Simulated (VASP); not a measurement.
# Hf (P6_3/mmc) in VASP: a series of runs, part 2 of 2

VASP 6.6.1. The steps go on from the part before.

## (3) Single point, PBE

File INCAR:

```
SYSTEM = Hf
ALGO     = Fast           ! electronic algorithm
EDIFF    = 1E-6           ! SCF threshold, eV
ENCUT    = 520            ! plane-wave cutoff, eV
GGA      = PE             ! functional
ISIF     = 2              ! what is computed and relaxed
ISMEAR   = 0              ! smearing method
LASPH    = .True.         ! aspherical terms in the spheres
LCHARG   = .True.         ! write CHGCAR
LELF     = .True.         ! ELF
LREAL    = .False.        ! projectors in reciprocal space
LVHAR    = .True.       
LWAVE    = .False.        ! write WAVECAR
NBANDS   = 17             ! bands
NELM     = 60             ! most SCF steps
PREC     = Accurate       ! precision mode
SIGMA    = 0.15           ! smearing width, eV
```

File KPOINTS:

```
k-points
0
Gamma
  18 18 10
  0 0 0
```

File POSCAR:

```
Hf
1.0
    3.1966985242      0.0000000000      0.0000000000
   -1.5983492621      2.7684221302      0.0000000000
    0.0000000000      0.0000000000      5.0578000000
Hf
2
Direct
    0.3333333333      0.6666666667      0.2500000000
    0.6666666667      0.3333333333      0.7500000000
```

Potentials or basis: VASP PAW PBE potentials, release 64 (Hf_pv).

Run with:

```sh
> cat potpaw_PBE.64/Hf_pv/POTCAR > POTCAR
> mpirun -np 1 vasp_std > vasp.out
```

It took 88 s on 1 thread of Intel Xeon Platinum 8488C (Sapphire Rapids), shared host; peak memory 0.26 GiB.

The run converged. Its results:

| Quantity | Value |
| --- | --- |
| Free energy | -19.8586 eV |
| Pressure | 0.3 GPa |
| Band gap on the k mesh | zero (band 10 reaches 6.10 eV, above the bottom of band 11 at 4.49 eV) |

Stress tensor (GPa, compression positive):
```
0.37 0.00 0.00
0.00 0.37 0.00
0.00 0.00 0.23
```

Levels at points of the mesh, in eV from the Fermi level:
```tsv
k point	band 7	band 8	band 9	band 10	band 11	band 12	band 13	band 14
(0.00, 0.00, 0.00)	-7.38	-3.71	0.64	1.18	1.18	1.45	2.00	2.00
(0.50, 0.00, 0.00)	-3.36	-2.75	-2.23	-0.81	0.79	0.87	1.68	5.88
(0.00, 0.00, 0.50)	-5.41	-5.41	0.14	0.14	1.07	1.07	1.07	1.07
(0.50, 0.00, 0.50)	-3.41	-3.41	-0.99	-0.99	1.17	1.17	2.64	2.64
```

Caveat: spin-orbit coupling is left out, which moves the levels of the heavy elements.

## (4) Single point, PBE

INCAR is that of step 3.

File KPOINTS:

```
k-points
0
Gamma
  21 21 10
  0 0 0
```

POSCAR is that of step 3.

Potentials or basis: VASP PAW PBE potentials, release 64 (Hf_pv).

Run with:

```sh
> cat potpaw_PBE.64/Hf_pv/POTCAR > POTCAR
> mpirun -np 1 vasp_std > vasp.out
```

OUTCAR:

```text
SYSTEM = Hf
   EDIFF = 1E-6
   ENCUT = 520
   GGA = PE
   ISIF = 2
   ISMEAR = 0
   LASPH = .True.
   LREAL = .False.
   NELM = 60
   PREC = Accurate

 ion  position               nearest neighbor table
   1  0.333  0.667  0.250-   2 3.13   2 3.13   2 3.13   2 3.13   2 3.13   2 3.13
   2  0.667  0.333  0.750-   1 3.13   1 3.13   1 3.13   1 3.13   1 3.13   1 3.13

  LATTYP: Found a hexagonal cell.
 ALAT       =     3.1966985242
 C/A-ratio  =     1.5821948681

  Lattice vectors:
[... 671 lines left out ...]

------------------------ aborting loop because EDIFF is reached ----------------------------------------

  FORCE on cell =-STRESS in cart. coord.  units (eV):
  Direction    XX          YY          ZZ          XY          YZ          ZX
  --------------------------------------------------------------------------------------
  -------------------------------------------------------------------------------------
  Total        0.1356454      0.1356454      0.0978013      0.0000000      0.0000000      0.0000000
  in kB        4.8553424      4.8553424      3.5007360      0.0000000      0.0000000      0.0000000
  external PRESSURE =       4.4038069 kB  Pullay stress =       0.0000000 kB

 VOLUME and BASIS-vectors are now :
 -----------------------------------------------------------------------------
  energy-cutoff  :      520.00
  volume of cell :       44.76
      direct lattice vectors                 reciprocal lattice vectors
     3.196698524  0.000000000  0.000000000     0.312822743  0.180608295  0.000000000
    -1.598349262  2.768422130  0.000000000     0.000000000  0.361216589  0.000000000
     0.000000000  0.000000000  5.057800000     0.000000000  0.000000000  0.197714421

 POSITION                                       TOTAL-FORCE (eV/Angst)
 -----------------------------------------------------------------------------------
     -0.00000      1.84561      1.26445         0.000000      0.000000      0.000000
      1.59835      0.92281      3.79335        -0.000000     -0.000000      0.000000
 -----------------------------------------------------------------------------------
    total drift:                               -0.000000      0.000000     -0.000000

  FREE ENERGIE OF THE ION-ELECTRON SYSTEM (eV)
  ---------------------------------------------------
  free  energy   TOTEN  =       -19.8584623584 eV

  energy  without entropy=      -19.8415774753  energy(sigma->0) =      -19.85001992
```

Run time: 2.3 min. Hardware: 1 thread of Intel Xeon 6975P-C, shared host; peak memory 0.3 GiB.

What came out:

| Property | Result |
| --- | --- |
| Free energy | -19.8585 eV |
| Pressure | 0.4 GPa |
| Band gap on the k mesh | zero (band 10 reaches 6.10 eV, above the bottom of band 11 at 4.50 eV) |

Levels at points of the mesh, in eV from the Fermi level:
| k point | band 7 | band 8 | band 9 | band 10 | band 11 | band 12 | band 13 | band 14 |
| --- | --- | --- | --- | --- | --- | --- | --- | --- |
| (0.00, 0.00, 0.00) | -7.38 | -3.71 | 0.64 | 1.18 | 1.18 | 1.45 | 2.00 | 2.00 |
| (0.00, 0.00, 0.50) | -5.40 | -5.40 | 0.14 | 0.14 | 1.07 | 1.07 | 1.07 | 1.07 |

Caveat: spin-orbit coupling is left out, which moves the levels of the heavy elements.
